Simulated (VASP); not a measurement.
A run of VASP 6.6.1 is set up as follows.

INCAR

```
SYSTEM = Al
  PREC = Accurate
  ENCUT = 500
  EDIFF = 1E-6
  ISMEAR = 0
  SIGMA = 0.1
  LREAL = .False.
  LASPH = .True.
  NELM = 120
  ALGO = Normal
  ISIF = 2
  LWAVE = .False.
  LCHARG = .False.
  GGA = PE
  NBANDS = 8
  ISYM = 0
  GGA_COMPAT = .False.
```

Contents of KPOINTS:

```
Automatic mesh
0
Gamma
  12 12 15
  0 0 0
```

Contents of POSCAR:

```
Al
1.0
    2.9076478652      0.0000000000      0.0000000000
   -1.4538239326      2.5180969165      0.0000000000
    1.4538239326      0.8393656388      2.2843221604
Al
1
Direct
    0.0000000000      0.0000000000      0.0000000000
```

Potentials or basis: VASP PAW PBE potentials, release 64 (Al).

Run with:

```bash
$ cat potpaw_PBE.64/Al/POTCAR > POTCAR
$ mpirun -np 1 vasp_std > vasp.out
```

(1) What does it give for the band gap on the k mesh?

(2) Predict the pressure.

Results:

(1) zero (an odd number of electrons rules out a gap without spin polarisation).

(2) -1.0 GPa.
